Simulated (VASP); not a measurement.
# Si (Fd-3m) in VASP: notebook

Runs on Si. Level: PBEsol. Tasks: elastic constants.

All numbers are computed with VASP 6.6.1; they aren't measurements. Logs are shortened: lines on timing, memory, paths and dates and some standing lists are left out, and cuts for length are marked.

**1. The cell of the first run**

Symmetry: Fd-3m, No. 227, cubic system. The conventional cell has a = 5.318 Å, b = 5.318 Å, c = 5.318 Å, α = 90.00°, β = 90.00°, γ = 90.00°. Within 3.0 Å of Si (site symmetry -43m) lie 4 Si at 2.30 Å.

**2. Elastic constants, PBEsol**

INCAR

```
PREC = Accurate
ENCUT = 600
EDIFF = 1E-8
ISMEAR = 0
SIGMA = 0.01
LREAL = False
LASPH = True
NELM = 60
ALGO = Normal
ISIF = 3
LWAVE = False
LCHARG = True
GGA = PS
NBANDS = 11
IBRION = 6
NFREE = 2
POTIM = 0.015
NSW = 1
```

KPOINTS

```
regular mesh
0
Gamma
  8 8 8
```

POSCAR

```
Si
1.0
    0.0000000000      2.6587691374      2.6587691374
    2.6587691374      0.0000000000      2.6587691374
    2.6587691374      2.6587691374      0.0000000000
Si
2
Direct
    0.2500000000      0.2500000000      0.2500000000
    0.0000000000      0.0000000000      0.0000000000
```

Potentials or basis: VASP PAW PBE potentials, release 64 (Si).

Command:

```bash
cat potpaw_PBE.64/Si/POTCAR > POTCAR
mpirun -np 1 vasp_std > vasp.out
```

OUTCAR:

```text
PREC = Accurate
   ENCUT = 600
   EDIFF = 1E-8
   ISMEAR = 0
   LREAL = False
   LASPH = True
   NELM = 60
   ISIF = 3
   GGA = PS
   IBRION = 6
   NFREE = 2
   POTIM = 0.015
   NSW = 1

 ion  position               nearest neighbor table
   1  0.250  0.250  0.250-   2 2.30   2 2.30   2 2.30   2 2.30
   2  0.000  0.000  0.000-   1 2.30   1 2.30   1 2.30   1 2.30

  LATTYP: Found a face centered cubic cell.
 ALAT       =     5.3175382748

  Lattice vectors:

 A1 = (   0.0000000000,   2.6587691374,   2.6587691374)
 A2 = (   2.6587691374,   0.0000000000,   2.6587691374)
 A3 = (   2.6587691374,   2.6587691374,   0.0000000000)

Analysis of symmetry for initial positions (statically):
=====================================================================
 Subroutine PRICEL returns:
 Original cell was already a primitive cell.

 Routine SETGRP: Setting up the symmetry group for a
 face centered cubic supercell.

 Subroutine GETGRP returns: Found 48 space group operations
 (whereof 24 operations were pure point group operations)
 out of a pool of 48 trial point group operations.

The static configuration has the point symmetry T_d .
 The point group associated with its full space group is O_h .

Analysis of symmetry for dynamics (positions and initial velocities):
=====================================================================
 Subroutine PRICEL returns:
 Original cell was already a primitive cell.

 Routine SETGRP: Setting up the symmetry group for a
 face centered cubic supercell.

 Subroutine GETGRP returns: Found 48 space group operations
 (whereof 24 operations were pure point group operations)
 out of a pool of 48 trial point group operations.

The dynamic configuration has the point symmetry T_d .
 The point group associated with its full space group is O_h .

 Subroutine INISYM returns: Found 48 space group operations
 (whereof 24 operations are pure point group operations),
 and found     1 'primitive' translations

----------------------------------------------------------------------------------------

                                     Primitive cell

  volume of cell :      37.5900

  direct lattice vectors                    reciprocal lattice vectors
     0.000000000  2.658769137  2.658769137    -0.188056944  0.188056944  0.188056944
     2.658769137  0.000000000  2.658769137     0.188056944 -0.188056944  0.188056944
     2.658769137  2.658769137  0.000000000     0.188056944  0.188056944 -0.188056944

  length of vectors
     3.760067373  3.760067373  3.760067373     0.325724183  0.325724183  0.325724183

  position of ions in fractional coordinates (direct lattice)
     0.250000000  0.250000000  0.250000000
     0.000000000  0.000000000  0.000000000

  ion indices of the primitive-cell ions
   primitive index   ion index
                 1           1
                 2           2

----------------------------------------------------------------------------------------

 KPOINTS: regular mesh

Automatic generation of k-mesh.
 Grid dimensions read from file:
 generate k-points for:    8    8    8

 Generating k-lattice:

  Cartesian coordinates                     Fractional coordinates (reciprocal lattice)
    -0.023507118  0.023507118  0.023507118     0.125000000  0.000000000  0.000000000
     0.023507118 -0.023507118  0.023507118     0.000000000  0.125000000  0.000000000
     0.023507118  0.023507118 -0.023507118     0.000000000  0.000000000  0.125000000

  Length of vectors
     0.040715523  0.040715523  0.040715523

  Shift w.r.t. Gamma in fractional coordinates (k-lattice)
     0.000000000  0.000000000  0.000000000

 Subroutine IBZKPT returns following result:
 ===========================================

 Found     29 irreducible k-points:

 Following reciprocal coordinates:
            Coordinates               Weight
  0.000000  0.000000  0.000000      1.000000
  0.125000  0.000000  0.000000      8.000000
  0.250000  0.000000  0.000000      8.000000
  0.375000  0.000000  0.000000      8.000000
  0.500000  0.000000  0.000000      4.000000
  0.125000  0.125000  0.000000      6.000000
[... 16 lines left out ...]
  0.500000  0.250000  0.125000     48.000000
 -0.375000  0.250000  0.125000     24.000000
 [... further k-points ...]
[... 40 lines left out ...]
  Fermi-wavevector in a.u.,A,eV,Ry     =   0.977419  1.847054 12.998303  0.955348
  Thomas-Fermi vector in A             =   2.108115
   LORBIT       =      0    0 simple, 1 ext, 2 COOP (PROOUT), +10 PAW based schemes
   GGA     = PS    functional components
   LHFCALC =     F    Hartree Fock is set to
   AEXX    =    0.0000 exact exchange contribution
   IVDW    =     0    specifies the selected vdW correction
   LEPSILON=     F    determine dielectric tensor
   LRPA    =     F    only Hartree local field effects (RPA)
 finite differences with symmetry
 non-spin polarized calculation
 Gauss-broadening in eV      SIGMA  =   0.01
  energy-cutoff  :      600.00
  volume of cell :       37.59
 maximum number of plane-waves:      1283
   NGX = 15   NGY = 15   NGZ = 15

--------------------------------------- Ionic step        1  -------------------------------------------

 number of electron       7.9999999 magnetization

 Free energy of the ion-electron system (eV)
  ---------------------------------------------------
  ext. energy  EPLUGINS =         0.00000000
  ---------------------------------------------------
  free energy    TOTEN  =       -11.43516405 eV

  energy without entropy =      -11.43516405  energy(sigma->0) =      -11.43516405

------------------------ aborting loop because EDIFF is reached ----------------------------------------

  FORCE on cell =-STRESS in cart. coord.  units (eV):
  Direction    XX          YY          ZZ          XY          YZ          ZX
  --------------------------------------------------------------------------------------
  -------------------------------------------------------------------------------------
  Total        1.6716634      1.6716634      1.6716634      0.0000000      0.0000000     -0.0000000
  in kB       71.2504357     71.2504357     71.2504357      0.0000000      0.0000000     -0.0000000
  external PRESSURE =      71.2504357 kB  Pullay stress =       0.0000000 kB
[... 89 lines left out ...]
  FREE ENERGIE OF THE ION-ELECTRON SYSTEM (eV)
  ---------------------------------------------------
  free  energy   TOTEN  =       -11.4051994001 eV

  energy  without entropy=      -11.4051994001  energy(sigma->0) =      -11.40519940

[... ionic steps 4 to 12 ...]

--------------------------------------- Ionic step       13  -------------------------------------------

 number of electron       7.9999999 magnetization

------------------------ aborting loop because EDIFF is reached ----------------------------------------
[... 67 lines left out ...]
--------------------------------------- Ionic step       15  -------------------------------------------

 number of electron       8.0000000 magnetization

 Free energy of the ion-electron system (eV)
  ---------------------------------------------------
  ext. energy  EPLUGINS =         0.00000000
  ---------------------------------------------------
  free energy    TOTEN  =       -11.43345176 eV

  energy without entropy =      -11.43345176  energy(sigma->0) =      -11.43345176

 E-fermi :   6.5633     XC(G=0):  -9.7970

 val. band max:        6.5245290821   @ k =   0.0000   0.0000   0.0000
 cond. band min:       6.8431627338   @ k =   0.0000   0.3750   0.3750
 fundamental gap:      0.3186336517
 Fermi energy:         6.5632856935

 k-point     1 :       0.0000    0.0000    0.0000
  band No.  band energies     occupation
      1      -5.9889      2.00000
      2       6.3767      2.00000
      3       6.4512      2.00000
      4       6.5245      2.00000
      5       8.9476      0.00000
      6       8.9887      0.00000
      7       9.0314      0.00000
      8      10.5105      0.00000
      9      14.1688      0.00000
     10      14.1703      0.00000
     11      14.4235      0.00000
[... 309 lines left out ...]
 k-point    24 :      -0.3750    0.2500    0.1250
  band No.  band energies     occupation
      1      -2.8877      2.00000
      2      -0.6517      2.00000
      3       2.7781      2.00000
      4       4.1465      2.00000
      5       9.4628      0.00000
      6       9.5792      0.00000
      7      12.4836      0.00000
      8      13.6396      0.00000
      9      14.0438      0.00000
     10      17.1603      0.00000
     11      18.5331      0.00000

 [... further k-points ...]

------------------------ aborting loop because EDIFF is reached ----------------------------------------

  FORCE on cell =-STRESS in cart. coord.  units (eV):
  Direction    XX          YY          ZZ          XY          YZ          ZX
  --------------------------------------------------------------------------------------
  -------------------------------------------------------------------------------------
  Total        1.6707850      1.6754967      1.6754967      0.0000000      0.1936790      0.0000000
  in kB       71.2129966     71.4138228     71.4138228      0.0000000      8.2550783      0.0000000
  external PRESSURE =      71.3468807 kB  Pullay stress =       0.0000000 kB
[... 17 lines left out ...]
  FREE ENERGIE OF THE ION-ELECTRON SYSTEM (eV)
  ---------------------------------------------------
  free  energy   TOTEN  =       -11.4334517638 eV

  energy  without entropy=      -11.4334517638  energy(sigma->0) =      -11.43345176

 INTERNAL STRAIN TENSORS FROM STRAINED CELLS
 ============================================

 INTERNAL STRAIN TENSOR FOR ION    1 for displacements in x,y,z  (eV/Angst):
          X           Y           Z          XY          YZ          ZX
  --------------------------------------------------------------------------------
  x     0.00000    -0.00000    -0.00000     0.00000   -12.91858     0.00000
  y    -0.00000    -0.00000    -0.00000     0.00000     0.00000   -12.91858
  z    -0.00000    -0.00000    -0.00000   -12.91851    -0.00000     0.00000

 INTERNAL STRAIN TENSORS FROM DISPLACED ATOMS
 ============================================

 INTERNAL STRAIN TENSOR FOR ION    1 for displacements in x,y,z  (eV/Angst):
          X           Y           Z          XY          YZ          ZX
  --------------------------------------------------------------------------------
  x    -0.00000    -0.00000    -0.00000     0.00000   -12.91201     0.00000
  y    -0.00000     0.00000    -0.00000     0.00000     0.00000   -12.91201
  z    -0.00000    -0.00000    -0.00000   -12.91201     0.00000     0.00000

 INTERNAL STRAIN TENSOR FOR ION    2 for displacements in x,y,z  (eV/Angst):
          X           Y           Z          XY          YZ          ZX
  --------------------------------------------------------------------------------
  x     0.00000     0.00000     0.00000     0.00000    12.91201     0.00000
  y     0.00000    -0.00000     0.00000     0.00000     0.00000    12.91201
  z     0.00000     0.00000     0.00000    12.91201     0.00000     0.00000

 Eigenvectors and eigenvalues of the dynamical matrix
 ----------------------------------------------------

   1 f  =   16.275574 THz   102.262448 2PiTHz  542.894714 cm-1    67.310336 meV
             X         Y         Z           dx          dy          dz
      1.329385  1.329385  1.329385     0.000000   -0.707107    0.000000
      0.000000  0.000000  0.000000     0.000000    0.707107    0.000000
[... 21 lines left out ...]
   6 f  =    0.000000 THz     0.000000 2PiTHz    0.000000 cm-1     0.000000 meV
             X         Y         Z           dx          dy          dz
      1.329385  1.329385  1.329385     0.000000    0.000000    0.707107
      0.000000  0.000000  0.000000     0.000000    0.000000    0.707107

--------------------------------------------------------------------------------------------------------

 ELASTIC MODULI CONTR FROM IONIC RELAXATION (kBar)
 Direction    XX          YY          ZZ          XY          YZ          ZX
 --------------------------------------------------------------------------------
 XX          -0.0000     -0.0000     -0.0000     -0.0000     -0.0000     -0.0000
 YY          -0.0000     -0.0000     -0.0000     -0.0000     -0.0000      0.0000
 ZZ          -0.0000     -0.0000     -0.0000     -0.0000     -0.0000     -0.0000
 XY          -0.0000     -0.0000     -0.0000   -466.8861      0.0000      0.0000
 YZ          -0.0000     -0.0000     -0.0000      0.0000   -466.8861      0.0000
 ZX          -0.0000      0.0000     -0.0000      0.0000      0.0000   -466.8861
 --------------------------------------------------------------------------------

 TOTAL ELASTIC MODULI (kBar)
 Direction    XX          YY          ZZ          XY          YZ          ZX
 --------------------------------------------------------------------------------
 XX        1773.2136    846.7275    846.7275     -0.0000     -0.0000      0.0000
 YY         846.7275   1773.2136    846.7275     -0.0000     -0.0000      0.0000
 ZZ         846.7275    846.7275   1773.2136     -0.0000     -0.0000     -0.0000
 XY          -0.0000     -0.0000     -0.0000    766.6424     -0.0000     -0.0000
 YZ          -0.0000     -0.0000     -0.0000     -0.0000    766.6424     -0.0000
 ZX           0.0000      0.0000     -0.0000     -0.0000     -0.0000    766.6424
 --------------------------------------------------------------------------------
```

It took 3 min on 1 thread of Intel Xeon 6975P-C (Granite Rapids), shared host; peak memory 0.25 GiB.

Results:

| Quantity | Value |
| --- | --- |
| Elastic constants C11, C12, C44 | 177, 85, 77 GPa |
| Voigt bulk modulus | 116 GPa |
| Highest phonon frequency at Γ | 543 cm⁻¹ |

Phonon frequencies in cm⁻¹ (negative: imaginary):
```tsv
q point	frequencies
(0.000, 0.000, 0.000)	0 0 0 543 543 543
```

Elastic tensor in Voigt notation (GPa, in the Cartesian axes of the cell as first typed):
```
177  85  85   0   0   0
 85 177  85   0   0   0
 85  85 177   0   0   0
  0   0   0  77   0   0
  0   0   0   0  77   0
  0   0   0   0   0  77
```

Clamped-ion elastic tensor (GPa):
```
177  85  85   0   0   0
 85 177  85   0   0   0
 85  85 177   0   0   0
  0   0   0 123   0   0
  0   0   0   0 123   0
  0   0   0   0   0 123
```

Caveat: the cell is under stress, which shifts elastic constants; the PAW data sets were made with another functional, which shifts forces and pressure a little.

**3. Elastic constants, PBEsol**

This run uses another cell than the first one, of 19.28 Å³/atom.

INCAR

```
PREC = Accurate ; ENCUT = 600
EDIFF = 1E-8 ; ISMEAR = 0
SIGMA = 0.01 ; LREAL = False
LASPH = True ; NELM = 100
ALGO = Normal ; ISIF = 3
LWAVE = False ; LCHARG = False
GGA = PS ; IBRION = 6
NFREE = 2 ; POTIM = 0.015
NSW = 1
```

KPOINTS

```
Automatic mesh
0
Gamma
  8 8 8
```

POSCAR

```
Si
1.0
    0.0000000000      2.6813629223      2.6813629223
    2.6813629223      0.0000000000      2.6813629223
    2.6813629223      2.6813629223      0.0000000000
Si
2
Direct
    0.2500000000      0.2500000000      0.2500000000
    0.0000000000      0.0000000000      0.0000000000
```

Potentials or basis: VASP PAW PBE potentials, release 64 (Si).

Command:

```bash
cat potpaw_PBE.64/Si/POTCAR > POTCAR
mpirun -np 1 vasp_std > vasp.out
```

Run time: 2.4 min. Hardware: 1 thread of Intel Xeon 6975P-C (Granite Rapids), shared host; peak memory 0.23 GiB.

It converged, with:

```
Elastic constants C11, C12, C44 : 169, 76, 76 GPa
Voigt bulk modulus              : 107 GPa
Highest phonon frequency at Γ   : 529 cm⁻¹
```

Phonon frequencies in cm⁻¹ (negative: imaginary):
```csv
q point,frequencies
"(0.000, 0.000, 0.000)",0 0 0 529 529 529
```

Elastic tensor in Voigt notation (GPa, in the Cartesian axes of the cell as first typed):
```
169  76  76   0   0   0
 76 169  76   0   0   0
 76  76 169   0   0   0
  0   0   0  76   0   0
  0   0   0   0  76   0
  0   0   0   0   0  76
```

Clamped-ion elastic tensor (GPa):
```
169  76  76   0   0   0
 76 169  76   0   0   0
 76  76 169   0   0   0
  0   0   0 115   0   0
  0   0   0   0 115   0
  0   0   0   0   0 115
```

Caveat: the cell is under stress, which shifts elastic constants; the PAW data sets were made with another functional, which shifts forces and pressure a little.

(Part 1 of 2 ends here.)
